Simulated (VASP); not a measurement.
Set up this calculation in VASP 6.6.1, as the native input.

| Quantity | Value |
| --- | --- |
| Task | single point |
| Functional | r2SCAN |
| Potentials or basis | VASP PAW PBE potentials, release 64 (Sn_d) |
| Cutoff | 520 eV |
| k mesh | 10 × 10 × 10 |
| Occupations | fermi-dirac, width 0.05 eV |
| Spin | no spin polarisation |
| Dipole correction | no |
| Further INCAR settings | ALGO = Normal; EDIFF = 1e-07; NBANDS = 13 |

Crystal: Sn.

```
CELL_PARAMETERS angstrom
-2.00176 2.00176 1.63831
2.00176 -2.00176 1.63831
2.00176 2.00176 -1.63831
ATOMIC_POSITIONS crystal
Sn 0.00000 0.00000 0.00000
```

These files were run (other wordings do the same):

POSCAR

```
Sn
1.0
   -2.0017645706      2.0017645706      1.6383145356
    2.0017645706     -2.0017645706      1.6383145356
    2.0017645706      2.0017645706     -1.6383145356
Sn
1
Direct
    0.0000000000      0.0000000000      0.0000000000
```

INCAR.step1

```
ALGO = Normal
EDIFF = 1E-4
ENCUT = 520
GGA = PE
ISMEAR = -1
LASPH = T
LCHARG = F
LREAL = F
LWAVE = T
NBANDS = 13
NELM = 80
PREC = Accurate
SIGMA = 0.05
```

INCAR.step2

```
ALGO = Normal
EDIFF = 1E-7
ENCUT = 520
ISIF = 2
ISMEAR = -1
ISTART = 1
LASPH = T
LCHARG = T
LELF = T
LMIXTAU = T
LREAL = F
LVHAR = T
LWAVE = F
METAGGA = R2SCAN
NBANDS = 13
NELM = 80
PREC = Accurate
SIGMA = 0.05
```

KPOINTS

```
k-points
0
Gamma
  10 10 10
```

Potentials or basis: VASP PAW PBE potentials, release 64 (Sn_d).

Run with:

```console
$ cat potpaw_PBE.64/Sn_d/POTCAR > POTCAR
$ cp INCAR.step1 INCAR
$ mpirun -np 1 vasp_std > vasp.out
$ cp INCAR.step2 INCAR
$ mpirun -np 1 vasp_std > vasp.out
```

It gave:

```yaml
Pressure: 1.7 GPa
Band_gap_on_the_k_mesh: zero (bands 7 and 8 overlap by 9.71 eV)
```

Caveat: the PAW data sets were made with another functional, which shifts forces and pressure a little; spin-orbit coupling is left out, which moves the levels of the heavy elements.

Wall time 32 s on 1 thread of Intel(R) Xeon(R) 6975P-C (Granite Rapids), with other jobs on the host, peak memory 0.16 GiB.
